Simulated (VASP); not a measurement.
Wanted: the native input for a VASP 6.6.1 run.

| Item | Value |
| --- | --- |
| Task | single point |
| Functional | PBE |
| Potentials or basis | VASP PAW PBE potentials, release 64 (Ni, Nb_sv, Zr_sv, Cu) |
| Cutoff | 520 eV |
| k mesh | 1 × 1 × 1, shifted |
| Occupations | fermi-dirac, width 0.1853 eV |
| Spin | no spin polarisation |
| Dipole correction | no |
| Further INCAR settings | LREAL = Auto; ALGO = Normal; EDIFF = 1e-06; NBANDS = 104; ISYM = 0 |

The structure of Zr4Nb4CuNi7 lies in POSCAR:

```
Zr4Nb4CuNi7
1.0
    6.3887080000     -0.1527840000      0.0266330000
   -0.1527840000      6.3258630000      0.1331170000
    0.0266330000      0.1331170000      6.1681230000
Ni Nb Zr Cu
7 4 4 1
Direct
    0.0787331718      0.7272475854      0.5245203578
    0.1118958112      0.3833202103      0.4145808121
    0.2168323574      0.5299194897      0.0748170572
    0.2330006150      0.1052575893      0.6507634365
    0.5998406045      0.1199703379      0.7139668508
    0.5646220922      0.5046168241     -0.0588856055
    0.3352476301      0.5045175351      0.6518601346
    0.3375019505      0.8212186433      0.8754799715
    0.2235875664      0.1690590603      0.1474428375
    0.6951377544      0.1480323901      0.0611214738
    0.7254397697      0.7602918316      0.6502296720
    0.9418819563      0.4023918000      0.7937986432
    0.4583189052      0.8688991828      0.3662087056
    0.8906125513      0.7865653297      0.1145220513
    0.6342089546      0.4326383462      0.3520968363
    0.8803113826      0.1107238524      0.4318875353
```

The input as run:

INCAR

```
SYSTEM = Zr4Nb4CuNi7
PREC = Accurate ; ENCUT = 520
EDIFF = 1E-6 ; ISMEAR = -1
SIGMA = 0.1853 ; LREAL = Auto
LASPH = .True. ; NELM = 100
ALGO = Normal ; ISIF = 2
LWAVE = .False. ; LCHARG = .True.
GGA = PE ; LELF = .True.
LVHAR = .True. ; NBANDS = 104
ISYM = 0
```

KPOINTS

```
Automatic mesh
0
Gamma
  1 1 1
  0.25 0.25 0.25
```

Potentials or basis: VASP PAW PBE potentials, release 64 (Ni, Nb_sv, Zr_sv, Cu).

Command:

```console
$ cat potpaw_PBE.64/Ni/POTCAR potpaw_PBE.64/Nb_sv/POTCAR potpaw_PBE.64/Zr_sv/POTCAR potpaw_PBE.64/Cu/POTCAR > POTCAR
$ mpirun -np 1 vasp_std > vasp.out
```

It gave:

```
Pressure      : 11.4 GPa
Largest force : 2.328 eV/Å
```

Caveat: the k points lie up to 1.02 Å⁻¹ apart.

Run time: 3 min on 1 thread of AMD EPYC 7R43 64-Core Processor (Zen 3) (shared host), peak memory 0.3 GiB.
